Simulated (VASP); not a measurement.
# GaN (F-43m) in VASP: notebook

The runs below take GaN through single point, with PBEsol+D3(BJ), LDA.

Everything below comes from runs of VASP 6.6.1. Logs are shortened: lines on timing, memory, paths and dates and some standing lists are left out, and cuts for length are marked.

### Step 1. The cell of the first run

It takes space group F-43m (No. 216, cubic). Conventional cell: a = 4.415 Å, b = 4.415 Å, c = 4.415 Å, α = 90.00°, β = 90.00°, γ = 90.00°. Ga (site symmetry -43m) has 4 N at 1.91 Å within 2.5 Å. N (site symmetry -43m) has 4 Ga at 1.91 Å within 2.5 Å.

### Step 2. Single point, PBEsol+D3(BJ)

INCAR

```
SYSTEM = GaN
ALGO = Normal
EDIFF = 1E-6
ENCUT = 520
GGA = PS
ISIF = 2
ISMEAR = -1
IVDW = 12
LASPH = .True.
LCHARG = .False.
LREAL = .False.
LWAVE = .False.
NBANDS = 16
NELM = 80
PREC = Accurate
SIGMA = 0.05
```

KPOINTS

```
k-points
0
Gamma
  10 10 10
  0 0 0
```

POSCAR

```
GaN
1.0
    0.0000000000      2.2074978911      2.2074978911
    2.2074978911      0.0000000000      2.2074978911
    2.2074978911      2.2074978911      0.0000000000
Ga N
1 1
Direct
    0.0000000000      0.0000000000      0.0000000000
    0.2500000000      0.2500000000      0.2500000000
```

Potentials or basis: VASP PAW PBE potentials, release 64 (Ga_d, N).

Launch:

```bash
> cat potpaw_PBE.64/Ga_d/POTCAR potpaw_PBE.64/N/POTCAR > POTCAR
> mpirun -np 1 vasp_std > vasp.out
```

OUTCAR:

```text
SYSTEM = GaN
   EDIFF = 1E-6
   ENCUT = 520
   GGA = PS
   ISIF = 2
   ISMEAR = -1
   IVDW = 12
   LASPH = .True.
   LREAL = .False.
   NELM = 80
   PREC = Accurate
 IVDW          = 12

 ion  position               nearest neighbor table
   1  0.000  0.000  0.000-   2 1.91   2 1.91   2 1.91   2 1.91
   2  0.250  0.250  0.250-   1 1.91   1 1.91   1 1.91   1 1.91

  LATTYP: Found a face centered cubic cell.
 ALAT       =     4.4149957822

  Lattice vectors:

 A1 = (   0.0000000000,   2.2074978911,   2.2074978911)
 A2 = (   2.2074978911,   0.0000000000,   2.2074978911)
 A3 = (   2.2074978911,   2.2074978911,   0.0000000000)

Analysis of symmetry for initial positions (statically):
=====================================================================
 Subroutine PRICEL returns:
 Original cell was already a primitive cell.

 Routine SETGRP: Setting up the symmetry group for a
 face centered cubic supercell.

 Subroutine GETGRP returns: Found 24 space group operations
 (whereof 24 operations were pure point group operations)
 out of a pool of 48 trial point group operations.

The static configuration has the point symmetry T_d .

Analysis of symmetry for dynamics (positions and initial velocities):
=====================================================================
 Subroutine PRICEL returns:
 Original cell was already a primitive cell.

 Routine SETGRP: Setting up the symmetry group for a
 face centered cubic supercell.

 Subroutine GETGRP returns: Found 24 space group operations
 (whereof 24 operations were pure point group operations)
 out of a pool of 48 trial point group operations.

The dynamic configuration has the point symmetry T_d .

 Subroutine INISYM returns: Found 24 space group operations
 (whereof 24 operations are pure point group operations),
 and found     1 'primitive' translations

----------------------------------------------------------------------------------------

                                     Primitive cell

  volume of cell :      21.5145

  direct lattice vectors                    reciprocal lattice vectors
     0.000000000  2.207497891  2.207497891    -0.226500783  0.226500783  0.226500783
     2.207497891  0.000000000  2.207497891     0.226500783 -0.226500783  0.226500783
     2.207497891  2.207497891  0.000000000     0.226500783  0.226500783 -0.226500783

  length of vectors
     3.121873457  3.121873457  3.121873457     0.392310863  0.392310863  0.392310863

  position of ions in fractional coordinates (direct lattice)
     0.000000000  0.000000000  0.000000000
     0.250000000  0.250000000  0.250000000

  ion indices of the primitive-cell ions
   primitive index   ion index
                 1           1
                 2           2

----------------------------------------------------------------------------------------

 KPOINTS: k-points

Automatic generation of k-mesh.
 Grid dimensions read from file:
 generate k-points for:   10   10   10

 Generating k-lattice:

  Cartesian coordinates                     Fractional coordinates (reciprocal lattice)
    -0.022650078  0.022650078  0.022650078     0.100000000  0.000000000  0.000000000
     0.022650078 -0.022650078  0.022650078     0.000000000  0.100000000  0.000000000
     0.022650078  0.022650078 -0.022650078     0.000000000  0.000000000  0.100000000

  Length of vectors
     0.039231086  0.039231086  0.039231086

  Shift w.r.t. Gamma in fractional coordinates (k-lattice)
     0.000000000  0.000000000  0.000000000

 Subroutine IBZKPT returns following result:
 ===========================================

 Found     47 irreducible k-points:

 Following reciprocal coordinates:
            Coordinates               Weight
  0.000000  0.000000  0.000000      1.000000
  0.100000  0.000000  0.000000      8.000000
  0.200000  0.000000  0.000000      8.000000
  0.300000  0.000000  0.000000      8.000000
  0.400000  0.000000  0.000000      8.000000
  0.500000  0.000000  0.000000      4.000000
[... 16 lines left out ...]
  0.300000  0.300000  0.000000      6.000000
  0.400000  0.300000  0.000000     24.000000
 [... further k-points ...]
   k-points           NKPTS =     47   k-points in BZ     NKDIM =     47   number of bands    NBANDS=     16
   number of dos      NEDOS =    301   number of ions     NIONS =      2
   total plane-waves  NPLWV =  13824
   dimension x,y,z NGX =    24 NGY =   24 NGZ =   24
   dimension x,y,z NGXF=    48 NGYF=   48 NGZF=   48
   ions per type =               1   1
   NGX,Y,Z   is equivalent  to a cutoff of  12.78, 12.78, 12.78 a.u.
   NGXF,Y,Z  is equivalent  to a cutoff of  25.56, 25.56, 25.56 a.u.
 SYSTEM =  GaN
   PREC   = accura    normal or accurate (medium, high low for compatibility)
   ISTART =      0    job   : 0-new  1-cont  2-samecut
   ICHARG =      2    charge: 1-file 2-atom 10-const
   ISPIN  =      1    spin polarized calculation?
   LNONCOLLINEAR =      F non collinear calculations
   LSORBIT =      F    spin-orbit coupling
   LASPH  =      T    aspherical Exc in radial PAW
   ENCUT  =  520.0 eV  38.22 Ry    6.18 a.u.   5.80  5.80  5.80*2*pi/ulx,y,z
   NELM   =     80;   NELMIN=  2; NELMDL= -5     # of ELM steps
   EDIFF  = 0.1E-05   stopping-criterion for ELM
   LREAL  =      F    real-space projection
   EDIFFG = 0.1E-04   stopping-criterion for IOM
   NSW    =      0    number of steps for IOM
   IBRION =     -1    ionic relax: 0-MD 1-quasi-New 2-CG
   NFREE  =      0    steps in history (QN), initial steepest desc. (CG)
   ISIF   =      2    stress and relaxation
   ISYM   =      2    0-nonsym 1-usesym 2-fastsym
   POTIM  = 0.5000    time-step for ionic-motion
   TEBEG  =    0.0;   TEEND  =   0.0 temperature during run
   PSTRESS=    0.0 pullay stress
   NELECT =      18.0000    total number of electrons
   NUPDOWN=      -1.0000    fix difference up-down
   EMIN   =  10.00;   EMAX   =-10.00  energy-range for DOS
   EFERMI =   0.00;   METHOD = LEGACY
   ISMEAR =    -1;   SIGMA  =   0.05  broadening in eV -4-tet -1-fermi 0-gaus
   EFERMI_NEDOS =   21; number of points for ismear=-14 and -15
   IALGO  =     38    algorithm
   IMIX   =      4    mixing-type and parameters
     AMIX     =   0.40;   BMIX     =  1.00
     AMIX_MAG =   1.60;   BMIX_MAG =  1.00
  volume/ion in A,a.u.               =      10.76        72.59
  Fermi-wavevector in a.u.,A,eV,Ry     =   1.542607  2.915105 32.376929  2.379637
  Thomas-Fermi vector in A             =   2.648388
   LORBIT       =      0    0 simple, 1 ext, 2 COOP (PROOUT), +10 PAW based schemes
   GGA     = PS    functional components
   LHFCALC =     F    Hartree Fock is set to
   AEXX    =    0.0000 exact exchange contribution
   IVDW    =    12    specifies the selected vdW correction
   LEPSILON=     F    determine dielectric tensor
   LRPA    =     F    only Hartree local field effects (RPA)
 non-spin polarized calculation
  energy-cutoff  :      520.00
  volume of cell :       21.51
 maximum number of plane-waves:       589
   NGX = 11   NGY = 11   NGZ = 11

 number of electron      18.0000008 magnetization

 Free energy of the ion-electron system (eV)
  ---------------------------------------------------
  ext. energy  EPLUGINS =         0.00000000
  ---------------------------------------------------
  free energy    TOTEN  =       -13.07990137 eV

  energy without entropy =      -13.07990137  energy(sigma->0) =      -13.07990137

 E-fermi :   6.8035     XC(G=0): -12.2381

 val. band max:        5.8486197737   @ k =   0.0000   0.0000   0.0000
 cond. band min:       7.9272150871   @ k =   0.0000   0.0000   0.0000
 fundamental gap:      2.0785953135
 Fermi energy:         6.8034574478

 k-point     1 :       0.0000    0.0000    0.0000
  band No.  band energies     occupation
      1     -10.6386      2.00000
      2      -7.6289      2.00000
      3      -7.6289      2.00000
      4      -7.6289      2.00000
      5      -7.2350      2.00000
      6      -7.2350      2.00000
[... 8 lines left out ...]
     15      25.0112      0.00000
     16      25.0112      0.00000

 k-point     2 :       0.1000    0.0000    0.0000
  band No.  band energies     occupation
      1     -10.5119      2.00000
      2      -7.6124      2.00000
      3      -7.6124      2.00000
      4      -7.5958      2.00000
      5      -7.2368      2.00000
      6      -7.2368      2.00000
[... 8 lines left out ...]
     15      23.6931      0.00000
     16      23.7041      0.00000

 k-point     3 :       0.2000    0.0000    0.0000
  band No.  band energies     occupation
      1     -10.1830      2.00000
      2      -7.5741      2.00000
      3      -7.5741      2.00000
      4      -7.4484      2.00000
      5      -7.2357      2.00000
      6      -7.2357      2.00000
[... 8 lines left out ...]
     15      22.9101      0.00000
     16      22.9101      0.00000

 k-point     4 :       0.3000    0.0000    0.0000
  band No.  band energies     occupation
      1      -9.8095      2.00000
      2      -7.5400      2.00000
      3      -7.5400      2.00000
      4      -7.2197      2.00000
      5      -7.2197      2.00000
      6      -7.0608      2.00000
[... 8 lines left out ...]
     15      23.4760      0.00000
     16      23.4760      0.00000
[... 324 lines left out ...]
 k-point    22 :      -0.2000    0.2000    0.0000
  band No.  band energies     occupation
      1      -9.6938      2.00000
      2      -7.5221      2.00000
      3      -7.5024      2.00000
      4      -7.2704      2.00000
      5      -7.2634      2.00000
      6      -6.8585      2.00000
[... 8 lines left out ...]
     15      23.7295      0.00000
     16      27.0154      0.00000

 k-point    23 :       0.3000    0.3000    0.0000
  band No.  band energies     occupation
      1      -9.5817      2.00000
      2      -7.4759      2.00000
      3      -7.3984      2.00000
      4      -7.3984      2.00000
      5      -7.1745      2.00000
      6      -6.8645      2.00000
[... 8 lines left out ...]
     15      28.4123      0.00000
     16      29.2362      0.00000

 k-point    24 :       0.4000    0.3000    0.0000
  band No.  band energies     occupation
      1      -9.4167      2.00000
      2      -7.4902      2.00000
      3      -7.3574      2.00000
      4      -7.3554      2.00000
      5      -7.1623      2.00000
      6      -6.3940      2.00000
[... 8 lines left out ...]
     15      28.8611      0.00000
     16      29.0634      0.00000

 [... further k-points ...]

------------------------ aborting loop because EDIFF is reached ----------------------------------------

 Edisp (eV)   -0.46931

 E8    (eV) :    -0.2972

  FORCE on cell =-STRESS in cart. coord.  units (eV):
  Direction    XX          YY          ZZ          XY          YZ          ZX
  --------------------------------------------------------------------------------------
  -------------------------------------------------------------------------------------
  Total       1.08620     1.08620     1.08620     0.00000     0.00000     0.00000
  in kB      80.88889    80.88889    80.88889     0.00000     0.00000     0.00000
  external pressure =       80.89 kB  Pullay stress =        0.00 kB

 VOLUME and BASIS-vectors are now :
 -----------------------------------------------------------------------------
  energy-cutoff  :      520.00
  volume of cell :       21.51
      direct lattice vectors                 reciprocal lattice vectors
     0.000000000  2.207497891  2.207497891    -0.226500783  0.226500783  0.226500783
     2.207497891  0.000000000  2.207497891     0.226500783 -0.226500783  0.226500783
     2.207497891  2.207497891  0.000000000     0.226500783  0.226500783 -0.226500783

 POSITION                                       TOTAL-FORCE (eV/Angst)
 -----------------------------------------------------------------------------------
      0.00000      0.00000      0.00000         0.000000     -0.000000     -0.000000
      1.10375      1.10375      1.10375        -0.000000      0.000000      0.000000
 -----------------------------------------------------------------------------------
    total drift:                                0.000001      0.000001      0.000001

  FREE ENERGIE OF THE ION-ELECTRON SYSTEM (eV)
  ---------------------------------------------------
  free  energy   TOTEN  =       -13.5492067620 eV

  energy  without entropy=      -13.5492067619  energy(sigma->0) =      -13.54920676
```

It took 17 s on 1 thread of Intel Xeon 6975P-C, shared host; peak memory 0.16 GiB.

What came out:

```yaml
Free_energy: -13.5492 eV
Pressure: 8.1 GPa
Band_gap_on_the_k_mesh: 2.08 eV, direct
Dispersion_energy_per_atom: -0.235 eV
```

Levels at points of the mesh, in eV from the valence-band top:
```csv
k point,band 7,band 8,band 9,band 10,band 11,band 12
"(0.00, 0.00, 0.00)",0.00,0.00,0.00,2.08,10.59,10.59
"(0.50, 0.00, 0.00)",-7.54,-1.06,-1.06,4.99,8.94,10.58
"(0.50, 0.50, 0.00)",-6.44,-2.96,-2.96,3.24,6.91,12.04
```

Caveat: the PAW data sets were made with another functional, which shifts forces and pressure a little.

(Continued in part 2 of 2.)
